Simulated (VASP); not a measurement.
# C in VASP: single point with PBE

Aim: the single point of C with PBE.

Program: VASP 6.6.1. These are calculated values, not measurements. Logs are shortened: lines on timing, memory, paths and dates and some standing lists are left out, and cuts for length are marked.

## (1) The cell of the first run

The cell holds a slab with vacuum, 19 atoms: a = 7.398 Å, b = 7.398 Å, c = 13.000 Å, α = 90.00°, β = 90.00°, γ = 120.00°.

## (2) Single point, PBE, collinear spin

File INCAR:

```
ALGO = Normal
EDIFF = 1E-6
ENCUT = 520
GGA = PE
ISIF = 2
ISMEAR = 0
ISPIN = 2
LASPH = True
LCHARG = False
LORBIT = 11
LREAL = Auto
LWAVE = False
MAGMOM = 0 0 0 0 0 0 0 0 0 0 0 0 0 0 0 0 0 0 0.13
NBANDS = 57
NELM = 150
PREC = Accurate
SIGMA = 0.02
```

File KPOINTS:

```
k-points
0
Gamma
  2 2 1
```

File POSCAR:

```
C
1.0
    7.3980000000      0.0000000000      0.0000000000
   -3.6990000000      6.4068560000      0.0000000000
    0.0000000000      0.0000000000     13.0000000000
C
19
Direct
   -0.0008228026      0.0029872686      0.0724033077
    0.2203344784      0.1131288108      0.0686840000
    0.0058466459      0.3392866954      0.0713932308
    0.2265931413      0.4496845255      0.0742941538
   -0.0008377430      0.6688843951      0.0724065385
    0.2203428460      0.7799711746      0.0686400000
    0.3241481658     -0.0015403811      0.0642970769
    0.5459428043      0.1094227808      0.0797812308
    0.3359000473      0.3371458637      0.0770170769
    0.5560294061      0.4475435377      0.0854175385
    0.3359556842      0.6715142341      0.0769898462
    0.5560624035      0.7812702517      0.0854500000
    0.6715754233      0.0073006167      0.0872210769
    0.8932890895      0.1178863705      0.0752320769
    0.6714925928      0.3371027849      0.0870827692
    0.8931952934      0.4481069966      0.0752690769
    0.6662537634      0.6694896842      0.0841346154
    0.8883764066      0.7805095042      0.0767355385
    0.6164034608      0.1439837262      0.1908203846
```

Potentials or basis: VASP PAW PBE potentials, release 64 (C).

On the command line:

```sh
$ cat potpaw_PBE.64/C/POTCAR > POTCAR
$ mpirun -np 1 vasp_std > vasp.out
```

OUTCAR:

```text
EDIFF = 1E-6
   ENCUT = 520
   GGA = PE
   ISIF = 2
   ISMEAR = 0
   ISPIN = 2
   LASPH = True
   LORBIT = 11
   LREAL = Auto
   NELM = 150
   PREC = Accurate

 ion  position               nearest neighbor table
   1  0.999  0.003  0.072-  14 1.42   2 1.42  18 1.43
   2  0.220  0.113  0.069-   7 1.40   1 1.42   9 1.44
   3  0.006  0.339  0.071-   4 1.41  14 1.42  16 1.42
   4  0.227  0.450  0.074-   3 1.41  11 1.42   9 1.42
   5  0.999  0.669  0.072-  16 1.42   6 1.42  18 1.43
   6  0.220  0.780  0.069-   7 1.40   5 1.42  11 1.44
   7  0.324  0.998  0.064-   2 1.40   6 1.40   8 1.44
   8  0.546  0.109  0.080-   7 1.44  15 1.46  13 1.46  19 1.51
   9  0.336  0.337  0.077-  10 1.41   4 1.42   2 1.44
  10  0.556  0.448  0.085-   9 1.41  17 1.42  15 1.45
  11  0.336  0.672  0.077-  12 1.41   4 1.42   6 1.44
  12  0.556  0.781  0.085-  11 1.41  17 1.42  13 1.45
  13  0.672  0.007  0.087-  14 1.43  12 1.45   8 1.46  19 1.85
  14  0.893  0.118  0.075-   1 1.42   3 1.42  13 1.43
  15  0.671  0.337  0.087-  16 1.43  10 1.45   8 1.46  19 1.86
  16  0.893  0.448  0.075-   5 1.42   3 1.42  15 1.43
  17  0.666  0.669  0.084-  10 1.42  12 1.42  18 1.43
  18  0.888  0.781  0.077-   5 1.43  17 1.43   1 1.43
  19  0.616  0.144  0.191-   8 1.51  13 1.85  15 1.86

  LATTYP: Found a hexagonal cell.
 ALAT       =     7.3980000000
 C/A-ratio  =     1.7572316842

  Lattice vectors:

 A1 = (   7.3980000000,   0.0000000000,   0.0000000000)
 A2 = (  -3.6990000000,   6.4068560000,   0.0000000000)
 A3 = (   0.0000000000,   0.0000000000,  13.0000000000)

Analysis of symmetry for initial positions (statically):
=====================================================================
 Subroutine PRICEL returns:
 Original cell was already a primitive cell.

 Routine SETGRP: Setting up the symmetry group for a
 hexagonal supercell.

 Subroutine GETGRP returns: Found  1 space group operations
 (whereof  1 operations were pure point group operations)
 out of a pool of 24 trial point group operations.

The static configuration has the point symmetry C_1 .

Analysis of symmetry for dynamics (positions and initial velocities):
=====================================================================
 Subroutine PRICEL returns:
 Original cell was already a primitive cell.

 Routine SETGRP: Setting up the symmetry group for a
 hexagonal supercell.

 Subroutine GETGRP returns: Found  1 space group operations
 (whereof  1 operations were pure point group operations)
 out of a pool of 24 trial point group operations.

The dynamic configuration has the point symmetry C_1 .

Analysis of structural, dynamic, and magnetic symmetry:
=====================================================================
 Subroutine PRICEL returns:
 Original cell was already a primitive cell.

 Routine SETGRP: Setting up the symmetry group for a
 hexagonal supercell.

 Subroutine GETGRP returns: Found  1 space group operations
 (whereof  1 operations were pure point group operations)
 out of a pool of 24 trial point group operations.

The overall configuration has the point symmetry C_1 .

 Subroutine INISYM returns: Found  1 space group operations
 (whereof  1 operations are pure point group operations),
 and found     1 'primitive' translations

----------------------------------------------------------------------------------------

                                     Primitive cell

  volume of cell :     616.1730

  direct lattice vectors                    reciprocal lattice vectors
     7.398000000  0.000000000  0.000000000     0.135171668  0.078041398  0.000000000
    -3.699000000  6.406856000  0.000000000     0.000000000  0.156082796  0.000000000
     0.000000000  0.000000000 13.000000000     0.000000000  0.000000000  0.076923077

  length of vectors
     7.398000000  7.398000054 13.000000000     0.156082797  0.156082796  0.076923077

  position of ions in fractional coordinates (direct lattice)
     0.999177197  0.002987269  0.072403308
     0.220334478  0.113128811  0.068684000
     0.005846646  0.339286695  0.071393231
     0.226593141  0.449684525  0.074294154
     0.999162257  0.668884395  0.072406538
     0.220342846  0.779971175  0.068640000
[... 11 lines left out ...]
     0.888376407  0.780509504  0.076735539
     0.616403461  0.143983726  0.190820385

  ion indices of the primitive-cell ions
   primitive index   ion index
                 1           1
                 2           2
                 3           3
                 4           4
                 5           5
                 6           6
[... 11 lines left out ...]
                18          18
                19          19

----------------------------------------------------------------------------------------

 KPOINTS: k-points

Automatic generation of k-mesh.
 Grid dimensions read from file:
 generate k-points for:    2    2    1

 Generating k-lattice:

  Cartesian coordinates                     Fractional coordinates (reciprocal lattice)
     0.067585834  0.039020699  0.000000000     0.500000000 -0.000000000  0.000000000
     0.000000000  0.078041398  0.000000000     0.000000000  0.500000000  0.000000000
     0.000000000  0.000000000  0.076923077     0.000000000  0.000000000  1.000000000

  Length of vectors
     0.078041399  0.078041398  0.076923077

  Shift w.r.t. Gamma in fractional coordinates (k-lattice)
     0.000000000  0.000000000  0.000000000

 Subroutine IBZKPT returns following result:
 ===========================================

 Found      4 irreducible k-points:

 Following reciprocal coordinates:
            Coordinates               Weight
  0.000000  0.000000  0.000000      1.000000
  0.500000  0.000000  0.000000      1.000000
  0.000000  0.500000  0.000000      1.000000
  0.500000  0.500000  0.000000      1.000000
   k-points           NKPTS =      4   k-points in BZ     NKDIM =      4   number of bands    NBANDS=     57
   number of dos      NEDOS =    301   number of ions     NIONS =     19
   total plane-waves  NPLWV = 307328
   dimension x,y,z NGX =    56 NGY =   56 NGZ =   98
   dimension x,y,z NGXF=   112 NGYF=  112 NGZF=  196
   ions per type =              19
   NGX,Y,Z   is equivalent  to a cutoff of  12.58, 12.58, 12.53 a.u.
   NGXF,Y,Z  is equivalent  to a cutoff of  25.17, 25.17, 25.06 a.u.
 SYSTEM =  unknown system
   PREC   = accura    normal or accurate (medium, high low for compatibility)
   ISTART =      0    job   : 0-new  1-cont  2-samecut
   ICHARG =      2    charge: 1-file 2-atom 10-const
   ISPIN  =      2    spin polarized calculation?
   LNONCOLLINEAR =      F non collinear calculations
   LSORBIT =      F    spin-orbit coupling
   LASPH  =      T    aspherical Exc in radial PAW
   ENCUT  =  520.0 eV  38.22 Ry    6.18 a.u.  13.76 13.76 24.17*2*pi/ulx,y,z
   NELM   =    150;   NELMIN=  2; NELMDL= -5     # of ELM steps
   EDIFF  = 0.1E-05   stopping-criterion for ELM
   LREAL  =      T    real-space projection
   EDIFFG = 0.1E-04   stopping-criterion for IOM
   NSW    =      0    number of steps for IOM
   IBRION =     -1    ionic relax: 0-MD 1-quasi-New 2-CG
   NFREE  =      0    steps in history (QN), initial steepest desc. (CG)
   ISIF   =      2    stress and relaxation
   ISYM   =      2    0-nonsym 1-usesym 2-fastsym
   POTIM  = 0.5000    time-step for ionic-motion
   TEBEG  =    0.0;   TEEND  =   0.0 temperature during run
   PSTRESS=    0.0 pullay stress
   NELECT =      76.0000    total number of electrons
   NUPDOWN=      -1.0000    fix difference up-down
   EMIN   =  10.00;   EMAX   =-10.00  energy-range for DOS
   EFERMI =   0.00;   METHOD = LEGACY
   ISMEAR =     0;   SIGMA  =   0.02  broadening in eV -4-tet -1-fermi 0-gaus
   EFERMI_NEDOS =   21; number of points for ismear=-14 and -15
   IALGO  =     38    algorithm
   IMIX   =      4    mixing-type and parameters
     AMIX     =   0.40;   BMIX     =  1.00
     AMIX_MAG =   1.60;   BMIX_MAG =  1.00
  volume/ion in A,a.u.               =      32.43       218.85
  Fermi-wavevector in a.u.,A,eV,Ry     =   0.814914  1.539964  9.035424  0.664085
  Thomas-Fermi vector in A             =   1.924907
   LORBIT       =     11    0 simple, 1 ext, 2 COOP (PROOUT), +10 PAW based schemes
   GGA     = PE    functional components
   LHFCALC =     F    Hartree Fock is set to
   AEXX    =    0.0000 exact exchange contribution
   IVDW    =     0    specifies the selected vdW correction
   LEPSILON=     F    determine dielectric tensor
   LRPA    =     F    only Hartree local field effects (RPA)
 spin polarized calculation
 Gauss-broadening in eV      SIGMA  =   0.02
  energy-cutoff  :      520.00
  volume of cell :      616.17
 maximum number of plane-waves:     16651
 NGX is ok and might be reduce to    56
   NGX = 27   NGY = 27   NGZ = 49

 number of electron      76.0000000 magnetization      -0.0000100

 number of electron      76.0000000 magnetization       0.0000057

 Free energy of the ion-electron system (eV)
  ---------------------------------------------------
  ext. energy  EPLUGINS =         0.00000000
  ---------------------------------------------------
  free energy    TOTEN  =      -168.32133788 eV

  energy without entropy =     -168.32062483  energy(sigma->0) =     -168.32098136

 E-fermi :  -2.2324     XC(G=0):  -3.5305

 val. band max:       -2.2558777473   @ k =   0.0000   0.5000   0.0000
 cond. band min:      -2.2089689586   @ k =   0.5000   0.5000   0.0000
 fundamental gap:      0.0469087887
 Fermi energy:        -2.2324233641

 spin component 1

 k-point     1 :       0.0000    0.0000    0.0000
  band No.  band energies     occupation
      1     -22.2066      1.00000
      2     -20.3862      1.00000
      3     -19.3099      1.00000
      4     -19.2920      1.00000
      5     -19.2222      1.00000
      6     -19.1547      1.00000
[... 42 lines left out ...]
     49       3.2666      0.00000
     50       3.5489      0.00000
[... 157 lines left out ...]
     49       3.7643      0.00000
     50       3.8459      0.00000
 Fermi energy:        -2.2324233641

 spin component 2

 k-point     1 :       0.0000    0.0000    0.0000
  band No.  band energies     occupation
      1     -22.2160      1.00000
      2     -20.4089      1.00000
      3     -19.3000      1.00000
      4     -19.2667      1.00000
      5     -19.2025      1.00000
      6     -19.1321      1.00000
[... 42 lines left out ...]
     49       3.2621      0.00000
     50       3.5633      0.00000
[... 157 lines left out ...]
     49       3.7627      0.00000
     50       3.8767      0.00000
 [bands above 50 left out]

------------------------ aborting loop because EDIFF is reached ----------------------------------------

  FORCE on cell =-STRESS in cart. coord.  units (eV):
  Direction    XX          YY          ZZ          XY          YZ          ZX
  --------------------------------------------------------------------------------------
  -------------------------------------------------------------------------------------
  Total        6.8230002      1.3923347     -0.0186220      4.1341394     -0.1775227      0.1342731
  in kB       17.7412136      3.6203586     -0.0484212     10.7496187     -0.4615959      0.3491378
  external PRESSURE =       7.1043837 kB  Pullay stress =       0.0000000 kB

 VOLUME and BASIS-vectors are now :
 -----------------------------------------------------------------------------
  energy-cutoff  :      520.00
  volume of cell :      616.17
      direct lattice vectors                 reciprocal lattice vectors
     7.398000000  0.000000000  0.000000000     0.135171668  0.078041398  0.000000000
    -3.699000000  6.406856000  0.000000000     0.000000000  0.156082796  0.000000000
     0.000000000  0.000000000 13.000000000     0.000000000  0.000000000  0.076923077

 POSITION                                       TOTAL-FORCE (eV/Angst)
 -----------------------------------------------------------------------------------
      7.38086      0.01914      0.94124        -0.081904      0.042044     -0.018801
      1.21157      0.72480      0.89289         0.064305      0.000256     -0.030065
     -1.21177      2.17376      0.92811         0.095155     -0.181880     -0.005254
      0.01295      2.88106      0.96582        -0.001921     -0.005356      0.000954
      4.91760      4.28545      0.94129         0.013552      0.099046      0.021607
     -1.25502      4.99716      0.89232        -0.010772     -0.051145      0.028266
[... 11 lines left out ...]
      3.68510      5.00061      0.99756        -0.000196      0.008095      0.000141
      4.02756      0.92248      2.48066         0.105414     -0.128953      0.064988
 -----------------------------------------------------------------------------------
    total drift:                                0.014258      0.013866      0.003889

  FREE ENERGIE OF THE ION-ELECTRON SYSTEM (eV)
  ---------------------------------------------------
  free  energy   TOTEN  =      -168.3213378834 eV

  energy  without entropy=     -168.3206248267  energy(sigma->0) =     -168.32098136

 total charge

# of ion       s       p       d       tot
------------------------------------------
    1        0.863   1.799   0.000   2.661
    2        0.864   1.794   0.000   2.658
    3        0.860   1.813   0.000   2.673
    4        0.864   1.792   0.000   2.655
    5        0.863   1.798   0.000   2.661
    6        0.864   1.793   0.000   2.657
[... 11 lines left out ...]
   18        0.863   1.773   0.000   2.636
   19        1.005   1.207   0.000   2.212
--------------------------------------------------
tot         16.500  33.391   0.000  49.891

 magnetization (x)

# of ion       s       p       d       tot
------------------------------------------
    1       -0.001  -0.008   0.000  -0.009
    2        0.002   0.031   0.000   0.033
    3       -0.001  -0.013   0.000  -0.014
    4        0.001   0.005   0.000   0.006
    5       -0.001  -0.012   0.000  -0.013
    6        0.002   0.030   0.000   0.032
[... 11 lines left out ...]
   18        0.001   0.006   0.000   0.007
   19       -0.005  -0.097   0.000  -0.103
--------------------------------------------------
tot         -0.004  -0.000   0.000  -0.004
```

Wall time 9.2 min (1 thread of Intel Xeon 6975P-C (Granite Rapids), shared host); peak memory 0.89 GiB.

Results:

```yaml
Free_energy: -168.3213 eV
Largest_force: 0.205 eV/Å
Band_gap_on_the_k_mesh: zero (filled and empty bands overlap)
Net_moment: 0.00 μB per cell
Site_moments: C -0.01, +0.03, +0.01, -0.02, +0.00, -0.00, +0.04, -0.10 (each value once) μB
Valence_electrons_inside_the_program's_atomic_spheres: C 2.66, 2.67, 2.65, 2.69, 2.63, 2.61, 2.64, 2.21 (each value once)
```

Forces on the atoms (eV/Å):
```
C   -0.082  0.042 -0.019
C    0.064  0.000 -0.030
C    0.095 -0.182 -0.005
C   -0.002 -0.005  0.001
C    0.014  0.099  0.022
C   -0.011 -0.051  0.028
C   -0.045  0.080 -0.019
C   -0.067  0.050 -0.043
C   -0.035 -0.042 -0.011
C    0.041  0.020  0.013
C    0.038  0.028  0.013
C   -0.047 -0.024 -0.007
C   -0.054  0.019  0.159
C    0.138  0.095 -0.064
C   -0.004  0.080 -0.169
C   -0.151 -0.086  0.062
C    0.001  0.000  0.004
C    0.000  0.008  0.000
C    0.105 -0.129  0.065
```

Caveat: the k points lie up to 0.49 Å⁻¹ apart; there is no dipole correction, which matters where the two faces differ.

The gap in the log of VASP goes by the Fermi energy; the results here count the filled bands.